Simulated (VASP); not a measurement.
GaN, 2 atoms in the cell. Symmetry: R3m, No. 160, trigonal system. The conventional cell has a = 3.187 Å, b = 3.187 Å, c = 7.806 Å, α = 90.00°, β = 90.00°, γ = 120.00°. Within 2.3 Å of Ga (site symmetry 3m) lie 4 N at 1.73 to 2.04 Å. Within 2.3 Å of N (site symmetry 3m) lie 4 Ga at 1.73 to 2.04 Å.  This cell differs from its parent crystal: all Ga atoms moved +0.225 Å, as atom 1 towards its neighbour atom 2 (N) at 1.952 Å.

- Program: VASP 6.6.1
- Task: single point
- Functional: r2SCAN
- Potentials or basis: VASP PAW PBE potentials, release 64 (Ga_d, N_h)
- Cutoff: 1460 eV
- k mesh: 10 × 10 × 10
- Occupations: gaussian, width 0.2 eV
- Spin: no spin polarisation
- Dipole correction: no
- Further INCAR settings: ALGO = Normal; EDIFF = 1e-06; NBANDS = 16

Potentials or basis: VASP PAW PBE potentials, release 64 (Ga_d, N_h).

Run with:

```console
$ cat potpaw_PBE.64/Ga_d/POTCAR potpaw_PBE.64/N_h/POTCAR > POTCAR
$ cp INCAR.step1 INCAR
$ mpirun -np 1 vasp_std > vasp.out
$ cp INCAR.step2 INCAR
$ mpirun -np 1 vasp_std > vasp.out
```

Hardware: 1 thread of Intel(R) Xeon(R) Platinum 8488C (Sapphire Rapids), with other jobs on the host.

Q: Estimate the wall time of this run.

A: It took 5.6 min on 1 thread of Intel(R) Xeon(R) Platinum 8488C (Sapphire Rapids) (shared host), peak memory 0.41 GiB. Counts: k points 116.
